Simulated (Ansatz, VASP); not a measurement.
# One calculation of BaTe, two programs

```
Ba Te
1.0
     0.06820    3.44410    3.44410
     3.44410    0.06820    3.44410
     3.44410    3.44410    0.06820
Ba Te
1 1
Direct
  0.00000 0.00000 0.00000
  0.50000 0.50000 0.50000
```

Change from the starting cell: equal xy, yz and zx shear strains of +2 %.

Alike in both runs: task single point; functional PBEsol; k mesh 10 × 10 × 10; occupations fermi-dirac, width 0.05 eV; no spin polarisation.

|  | VASP | Ansatz |
| --- | --- | --- |
| version | VASP 6.6.1 | Ansatz 0.2.0 |
| potentials or method | VASP PAW PBE potentials, release 64 (Ba_sv, Te), cutoff 520 eV | all-electron LAPW, scalar-relativistic |

Ansatz gave:

```
pressure (GPa)                                                : 1.9
traceless stress, the component that is largest in VASP (GPa) : -0.22
```

Problem. What did VASP give for the same quantities?

Solution. Pressure (GPa): 2.4; traceless stress, the component that is largest in VASP (GPa): -0.21.

VASP's potentials were made for PBE, not for PBEsol. Ansatz ran all-electron here, and VASP with PAW potentials.

Neither program's run includes spin-orbit coupling.
